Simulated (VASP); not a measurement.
# LaRe: single point with r2SCAN

Crystal: LaRe.

```
CELL_PARAMETERS angstrom
3.57335 0.00000 0.00000
0.00000 3.57335 0.00000
0.00000 0.00000 3.57335
ATOMIC_POSITIONS crystal
La 0.00000 0.00000 0.00000
Re 0.50000 0.50000 0.55597
```

This cell differs from its parent crystal: atom 2 (Re) moved 0.2 Å along z.

- Program: VASP 6.6.1
- Task: single point
- Functional: r2SCAN
- Potentials or basis: VASP PAW PBE potentials, release 64 (La, Re)
- Cutoff: 520 eV
- k mesh: 10 × 10 × 10
- Occupations: gaussian, width 0.05 eV
- Spin: no spin polarisation

The pressure is 0.4 GPa, the largest force is 0.755 eV/Å and the band gap on the k mesh is zero (bands 9 and 10 overlap by 2.15 eV).

Forces on the atoms (eV/Å):
```
La   0.000  0.000  0.755
Re   0.000  0.000 -0.755
```

Stress tensor (GPa, compression positive):
```
 0.77  0.00  0.00
 0.00  0.77  0.00
 0.00  0.00 -0.47
```

Levels at points of the mesh, in eV from the Fermi level:
| k point | band 5 | band 6 | band 7 | band 8 | band 9 | band 10 | band 11 | band 12 | band 13 | band 14 |
| --- | --- | --- | --- | --- | --- | --- | --- | --- | --- | --- |
| (0.00, 0.00, 0.00) | -5.12 | -3.29 | -3.12 | -0.24 | -0.07 | -0.07 | 3.49 | 3.83 | 3.99 | 3.99 |
| (0.50, 0.00, 0.00) | -2.05 | -1.61 | -1.06 | -0.49 | -0.13 | 0.05 | 1.48 | 1.63 | 2.97 | 3.00 |
| (0.00, 0.00, 0.50) | -2.15 | -1.64 | -0.97 | -0.11 | -0.11 | 0.03 | 1.11 | 1.72 | 2.89 | 2.89 |
| (0.50, 0.50, 0.00) | -4.30 | -2.32 | -1.51 | -1.51 | 1.52 | 1.79 | 2.80 | 2.80 | 4.05 | 4.05 |
| (0.00, 0.50, 0.50) | -4.30 | -2.44 | -1.63 | -1.59 | 1.63 | 1.78 | 2.71 | 2.83 | 3.97 | 4.00 |
| (0.50, 0.50, 0.50) | -1.05 | -1.05 | -1.01 | -0.08 | 0.03 | 0.03 | 1.61 | 1.88 | 1.92 | 4.13 |

It took 8.8 min on 1 thread of AMD EPYC 7R43 64-Core Processor (Zen 3), on a shared host, peak memory 0.25 GiB.

Caveat: the cell differs from its parent crystal (atom 2 (Re) moved 0.2 Å along z); the PAW data sets were made with another functional, which shifts forces and pressure a little; spin-orbit coupling is left out, which moves the levels of the heavy elements.
